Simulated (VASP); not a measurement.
Wanted: the native input for a VASP 6.6.1 run.

```
Task                   : single point
Functional             : PBE
Potentials or basis    : VASP PAW PBE potentials, release 64 (Al, N)
Cutoff                 : 520 eV
k mesh                 : 12 × 12 × 6
Occupations            : gaussian, width 0.05 eV
Spin                   : no spin polarisation
Dipole correction      : no
Further INCAR settings : ALGO = Normal; EDIFF = 1e-06; NBANDS = 16
```

The structure of AlN lies in POSCAR:

```
AlN
1.0
    3.0176720870      0.0000000000      0.0000000000
   -1.5088360435      2.6133806877      0.0000000000
    0.0000000000      0.0000000000      4.8286600000
Al N
2 2
Direct
    0.3333333333      0.6666666667      0.0000000000
    0.6666666667      0.3333333333      0.5000000000
    0.3333333333      0.6666666667      0.3850000000
    0.6666666667      0.3333333333      0.8850000000
```

This cell differs from its parent crystal: strain -0.030 along x and y, -0.030 along z.

These files were run (other wordings do the same):

INCAR

```
PREC = Accurate
ENCUT = 520
EDIFF = 1E-6
ISMEAR = 0
SIGMA = 0.05
LREAL = False
LASPH = True
NELM = 60
ALGO = Normal
ISIF = 2
LWAVE = False
LCHARG = False
GGA = PE
NBANDS = 16
```

KPOINTS

```
Automatic mesh
0
Gamma
  12 12 6
```

Potentials or basis: VASP PAW PBE potentials, release 64 (Al, N).

Launch:

```sh
$ cat potpaw_PBE.64/Al/POTCAR potpaw_PBE.64/N/POTCAR > POTCAR
$ mpirun -np 1 vasp_std > vasp.out
```

It gave:

* Pressure: 26.6 GPa
* Largest force: 0.186 eV/Å
* Band gap on the k mesh: 4.99 eV, direct

Caveat: the cell differs from its parent crystal (strain -0.030 along x and y, -0.030 along z).

Wall time 21 s on 1 thread of Intel(R) Xeon(R) 6975P-C (Granite Rapids), with other jobs on the host, peak memory 0.16 GiB.
